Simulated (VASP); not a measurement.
Input of a VASP 6.6.1 run:

The input INCAR:

```
ALGO = Normal
EDIFF = 1E-6
ENCUT = 520
GGA = PE
ISIF = 2
ISMEAR = -1
ISPIN = 2
LASPH = T
LCHARG = F
LORBIT = 11
LREAL = Auto
LWAVE = F
MAGMOM = 0 0 0 0 0 0 0 0 0 0 0 0 0 0 0 0 0 0 0 0
NBANDS = 60
NELM = 150
PREC = Accurate
SIGMA = 0.05
```

The input KPOINTS:

```
k-points
0
Gamma
  2 2 1
```

The input POSCAR:

```
HC18O
1.0
    7.3980000000      0.0000000000      0.0000000000
   -3.6990000000      6.4068560000      0.0000000000
    0.0000000000      0.0000000000     12.0000000000
C O H
18 1 1
Direct
   -0.0014755793     -0.0060109046      0.0740698333
    0.2211981374      0.1057804327      0.0811458333
   -0.0014731539      0.3263180880      0.0740611667
    0.2212004760      0.4372000869      0.0811453333
   -0.0013179228      0.6602330379      0.0780991667
    0.2203203308      0.7710510428      0.0797489167
    0.3311097379     -0.0073655472      0.0806275000
    0.5539130536      0.1049469506      0.0766485833
    0.3296690922      0.3257245051      0.0898707500
    0.5577608836      0.4397615617      0.1178630000
    0.3311105233      0.6602575429      0.0806326667
    0.5539144273      0.7707455888      0.0766668333
    0.6647729922     -0.0067243590      0.0722372500
    0.8870884886      0.1044351551      0.0728825000
    0.6661296800      0.3251220255      0.0811908333
    0.8865353332      0.4370190309      0.0752990000
    0.6661299409      0.6627862402      0.0812176667
    0.8865338585      0.7712985901      0.0753180000
    0.5725595325      0.4471185243      0.2426684167
    0.7225462939      0.5219160537      0.2573561667
```

Potentials or basis: VASP PAW PBE potentials, release 64 (C, O, H).

The run is started by

```bash
$ cat potpaw_PBE.64/C/POTCAR potpaw_PBE.64/O/POTCAR potpaw_PBE.64/H/POTCAR > POTCAR
$ mpirun -np 1 vasp_std > vasp.out
```

(1) What does it give for the net moment?

(2) What does it give for the largest force?

Results:

(1) 0.00 μB per cell.

(2) 0.262 eV/Å.

Caveat: the k points lie up to 0.49 Å⁻¹ apart.
